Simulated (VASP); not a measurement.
Runs of VASP 6.6.1 on Ti3Al. The structure is that of space group Fm-3m (No. 225), or close to it. The cells are those of the table. 

```csv
cell,gap on the mesh (eV),pressure (GPa)
"a = 4.601 Å, angles 60.0°, 4 atoms",none,-6.9
"a = 4.477 Å, angles 60.0°, 4 atoms",none,(b)
"a = 4.540 Å, angles 60.0°, 4 atoms",none,-2.8
"a = 4.631 Å, angles 60.0°, 4 atoms",none,-8.6
"a = 4.660 Å, angles 60.0°, 4 atoms",none,-10.2
"a = 4.570 Å, angles 60.0°, 4 atoms",none,(a)
"a = 4.509 Å, angles 60.0°, 4 atoms",none,-0.5
```

Alike in all rows: task single point; level PBEsol; potentials or basis VASP PAW PBE potentials, release 64 (Ti_sv, Al); no spin polarisation; k mesh 6 × 6 × 6; cutoff (eV) 520; smearing fermi-dirac 0.05 eV.

Estimate the missing entries.

(a) -5.0; (b) 2.1.

Caveats: the PAW data sets were made with another functional, which shifts forces and pressure a little.

A gap of «none» marks levels without a gap at the run's occupations.
